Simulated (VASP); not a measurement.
Write the native input for VASP 6.6.1 that does the following.

| Property | Result |
| --- | --- |
| Task | electric field gradients |
| Functional | LDA |
| Potentials or basis | VASP PAW LDA potentials, release 64 (Si) |
| Cutoff | 520 eV |
| k mesh | 12 × 12 × 12 |
| Occupations | fermi-dirac, width 0.08 eV |
| Spin | no spin polarisation |
| Dipole correction | no |
| Further INCAR settings | ALGO = Normal; EDIFF = 1e-08; NBANDS = 11 |

The structure of Si lies in POSCAR:

```
Si
1.0
    0.0000000000      2.7426247000      2.7154700000
    2.7426247000      0.0000000000      2.7154700000
    2.7426247000      2.7426247000      0.0000000000
Si
2
Direct
    0.5000000000      0.5000000000      0.5000000000
    0.7500000000      0.7500000000      0.7500000000
```

This cell differs from its parent crystal: equal xx and yy strain of +1 %.

The input as run:

INCAR

```
SYSTEM = Si
PREC = Accurate
ENCUT = 520
EDIFF = 1E-8
ISMEAR = -1
SIGMA = 0.08
LREAL = .FALSE.
LASPH = .TRUE.
NELM = 80
ALGO = Normal
ISIF = 2
LWAVE = .FALSE.
LCHARG = .FALSE.
GGA = CA
LEFG = .TRUE.
NBANDS = 11
```

KPOINTS

```
Automatic mesh
0
G
  12 12 12
  0 0 0
```

Potentials or basis: VASP PAW LDA potentials, release 64 (Si).

Command:

```bash
$ cat potpaw_LDA.64/Si/POTCAR > POTCAR
$ mpirun -np 1 vasp_std > vasp.out
```

Results of the run:

| Property | Result |
| --- | --- |
| Pressure | -3.2 GPa |
| Band gap on the k mesh | 0.40 eV, indirect (least direct gap 2.45 eV) |

Caveat: the cell differs from its parent crystal (equal xx and yy strain of +1 %); without QUAD_EFG the Cq values of the log hold for a quadrupole moment of 1 mb, not for the nuclei.

Wall time 52 s on 1 thread of Intel(R) Xeon(R) Platinum 8375C CPU @ 2.90GHz (Ice Lake), with other jobs on the host, peak memory 0.18 GiB.
